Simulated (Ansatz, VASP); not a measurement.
**One calculation of Au, two programs**

Contents of INCAR:

```
PREC = Accurate
ENCUT = 520
EDIFF = 1E-6
ISMEAR = -1
SIGMA = 0.05
LREAL = F
LASPH = T
NELM = 80
ALGO = Fast
ISIF = 2
LWAVE = F
LCHARG = T
GGA = RP
LELF = T
LVHAR = T
NBANDS = 12
```

KPOINTS

```
regular mesh
0
Gamma
  11 11 11
```

POSCAR

```
Au
1.0
    0.0000000000      2.0213418704      2.0213418704
    2.0213418704      0.0000000000      2.0213418704
    2.0213418704      2.0213418704      0.0000000000
Au
1
Direct
    0.0000000000      0.0000000000      0.0000000000
```

File input.yaml:

```yaml
crystal:
  lattice:
    - [0.0, 2.0213418704, 2.0213418704]
    - [2.0213418704, 0.0, 2.0213418704]
    - [2.0213418704, 2.0213418704, 0.0]
  atoms:
    - { symbol: Au, position: [0.0, 0.0, 0.0] }
hamiltonian:
  xc: rpbe
  pseudopotentials: { kind: paw }
kpoints:
  mp_grid: { grid: [11, 11, 11] }
scf:
  occupations: { method: fermi_dirac, width: 0.05 }
output:
  forces: true
  stress: true
  eigenvalues: true
```

Alike in both runs: task single point; functional RPBE; k mesh 11 × 11 × 11; occupations fermi-dirac, width 0.05 eV; no spin polarisation.

|  | VASP | Ansatz |
| --- | --- | --- |
| version | VASP 6.6.1 | Ansatz 0.2.0 |
| potentials or method | VASP PAW PBE potentials, release 64 (Au) | Ansatz PAW |
| plane-wave cutoff (eV) | 520 | 420 |
| valence electrons in the cell | 11 | 19 |

|  | VASP | Ansatz | Ansatz less VASP |
| --- | --- | --- | --- |
| gap on the k mesh at the Fermi level (eV) | none | none | - |
| pressure (GPa) | 19.0 | 19.3 | +0.31 |

VASP's potentials were made for PBE, not for RPBE. A gap of «none» marks a metal or a gap that the smearing closes. VASP's potentials hold 11 valence electrons a cell and Ansatz's 19, so a difference there can come from the potentials and not from the codes.

Spin-orbit coupling is off throughout.
